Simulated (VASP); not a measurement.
The system is TmI4.

```
Tm I
1.0
     4.62288   -4.85434    0.00000
     4.62288    4.85434    0.00000
     0.00000    0.00000    4.15121
Tm I
1 4
Direct
  0.00000 0.00000 0.00000
  0.81060 0.18940 0.50000
  0.18940 0.81060 0.50000
  0.28520 0.28520 0.00000
  0.71480 0.71480 0.00000
```

The cell was generated, and may not be a known phase.

```yaml
Program: VASP 6.6.1
Task: relaxation of cell and atoms
Functional: PBE
Potentials_or_basis: VASP PAW PBE potentials, release 64 (Tm_3, I), 4f in core
Cutoff: 500 eV
k_mesh: 3 × 3 × 4
Occupations: gaussian, width 0.2 eV
Spin: no spin polarisation
```

At the start: pressure 10.6 GPa; volume 37.26 Å³/atom.

How do energy, volume and symmetry change on relaxing?

Over 19 steps the energy falls by 347.7 meV/atom and the volume is 48.15 Å³/atom (+29.2 %); space group Cmmm (No. 65, to 0.1 Å) before and after.

The path:
| step | energy change (eV) | largest force (eV/Å) | pressure (GPa) | volume (Å³) |
| --- | --- | --- | --- | --- |
| 1 | 0.0000 | 2.8475 | 10.56 | 186.31 |
| 2 | -1.1954 | 0.8707 | -2.65 | 260.50 |
| 3 | -1.5888 | 0.2437 | 0.00 | 229.29 |
| 4 | -1.5886 | 0.2769 | 0.12 | 228.37 |
| 5 | -1.6126 | 0.1240 | 0.01 | 229.20 |
| 6 | -1.6228 | 0.0487 | -0.09 | 230.15 |
| 7 | -1.6408 | 0.0638 | -0.08 | 229.66 |
| 8 | -1.6798 | 0.1282 | -0.04 | 227.77 |
| 9 | -1.6655 | 0.3475 | 0.16 | 221.98 |
| 10 | -1.6918 | 0.1769 | -0.04 | 226.68 |
| 11 | -1.6988 | 0.2778 | 0.00 | 224.07 |
| 12 | -1.6999 | 0.2348 | -0.03 | 225.28 |
| 13 | -1.7071 | 0.0968 | 0.36 | 224.44 |
| 14 | -1.7097 | 0.0683 | 0.21 | 224.73 |
| 15 | -1.7157 | 0.1352 | -0.05 | 229.02 |
| 16 | -1.7166 | 0.1710 | -0.19 | 231.44 |
| 17 | -1.7200 | 0.1575 | -0.17 | 232.37 |
| 18 | -1.7284 | 0.1164 | -0.10 | 235.16 |
| 19 | -1.7384 | 0.0360 | 0.08 | 240.74 |

Final structure:
```yaml
crystal:
  lattice:
    - [5.37158, -5.83850, 0.00000]
    - [5.37158, 5.83850, 0.00000]
    - [0.00000, 0.00000, 3.83803]
  atoms:
    - { symbol: Tm, position: [0.00000, 0.00000, 0.00000] }
    - { symbol: I, position: [0.80711, 0.19289, 0.50000] }
    - { symbol: I, position: [0.19289, 0.80711, 0.50000] }
    - { symbol: I, position: [0.28326, 0.28326, 0.00000] }
    - { symbol: I, position: [0.71674, 0.71674, 0.00000] }
```

Caveat: the k points lie up to 0.41 Å⁻¹ apart in the final cell, too coarse for converged energies and pressures of a metal; the volume moved by over 15 % at a fixed basis, so the end points are rough; this functional lacks dispersion, which binds layers or chains, so the pressure and a relaxed spacing across them are unreliable; an odd number of electrons without spin polarisation forces a metal; a magnetic or distorted state may lie lower; the run has no spin polarisation, though such a crystal can be magnetic; the relaxation stopped at a loose force limit of 0.08 eV/Å, so its end isn't a converged minimum.
